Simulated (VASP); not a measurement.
A run of VASP 6.6.1:

INCAR

```
SYSTEM = ZrN
ALGO = Normal
EDIFF = 1E-6
ENCUT = 520
GGA = PE
ISIF = 2
ISMEAR = 0
ISPIN = 2
LASPH = .TRUE.
LCHARG = .FALSE.
LMAXMIX = 4
LORBIT = 11
LREAL = .FALSE.
LWAVE = .FALSE.
MAGMOM = 1.2 1.2 1.2 1.2 1.2 0.4 0.4 0.4 0.4 0.4
NBANDS = 58
NELM = 150
PREC = Accurate
SIGMA = 0.05
```

Contents of KPOINTS:

```
k-points
0
G
  1 1 1
  0 0 0
```

File POSCAR:

```
ZrN
1.0
   13.1000000000      0.0000000000      0.0000000000
    0.0000000000     11.1000000000      0.0000000000
    0.0000000000      0.0000000000     13.7000000000
Zr N
5 5
Direct
    0.4925404904      0.3822390491      0.5014314061
    0.4892310342      0.5705449021      0.3363716857
    0.4958159540      0.5809830412      0.6579789331
    0.3248695543      0.5768481211      0.5000127222
    0.6614067419      0.5746086781      0.4939538631
    0.3302804972      0.4142699875      0.4983341817
    0.6552862017      0.4125803342      0.5026248052
    0.4955126250      0.4085046943      0.3453018204
    0.4907358094      0.4184995164      0.6560200897
    0.4931638445      0.5864989663      0.4969577169
```

Potentials or basis: VASP PAW PBE potentials, release 64 (Zr_sv, N).

Launch:

```console
$ cat potpaw_PBE.64/Zr_sv/POTCAR potpaw_PBE.64/N/POTCAR > POTCAR
$ mpirun -np 1 vasp_gam > vasp.out
```

Hardware: 1 thread of AMD EPYC 9R14 (Zen 4), with other jobs on the host.

Question: How long does it take, and how much memory?

Answer: Run time: 9.1 min on 1 thread of AMD EPYC 9R14 (Zen 4) (shared host), peak memory 2 GiB. Counts: scf iterations 31, k points 1.
